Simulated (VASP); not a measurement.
The system is Tl.

```
CELL_PARAMETERS angstrom
3.46000 0.00000 0.00000
-1.73000 2.99645 0.00000
0.00000 0.00000 5.53254
ATOMIC_POSITIONS crystal
Tl 0.33333 0.66667 0.75000
Tl 0.66667 0.33333 0.25000
```

- Program: VASP 6.6.1
- Task: relaxation of cell and atoms
- Functional: LDA
- Potentials or basis: VASP PAW LDA potentials, release 64 (Tl_d)
- Cutoff: 600 eV
- k mesh: 14 × 14 × 8
- Occupations: gaussian, width 0.05 eV
- Spin: no spin polarisation

At the start: pressure -1.8 GPa; volume 28.68 Å³/atom.

Q: How do energy, volume and symmetry change on relaxing?

A: Over 12 steps the energy falls by 8.2 meV/atom and the volume is 27.28 Å³/atom (-4.9 %); space group P6_3/mmc (No. 194, to 0.1 Å) before and after.

The path:
```tsv
step	energy change (eV)	largest force (eV/Å)	pressure (GPa)	volume (Å³)
1	0.0000	0.0000	-1.79	57.36
2	-0.0158	0.0000	-0.04	54.74
3	-0.0158	0.0000	-0.04	54.70
4	-0.0158	0.0000	0.00	54.69
5	-0.0159	0.0000	0.03	54.66
6	-0.0159	0.0000	0.00	54.64
7	-0.0160	0.0000	0.04	54.62
8	-0.0161	0.0000	0.07	54.57
9	-0.0163	0.0000	0.13	54.48
10	-0.0163	0.0000	0.08	54.53
11	-0.0163	0.0000	0.11	54.50
12	-0.0163	0.0000	0.04	54.56
```

Final structure:
```xyz
2
Lattice="3.3803 0.0000 0.0000 -1.6901 2.9274 0.0000 0.0000 0.0000 5.5132" Properties=species:S:1:pos:R:3 pbc="T T T"
Tl    0.0000    1.9516    4.1349
Tl    1.6901    0.9758    1.3783
```
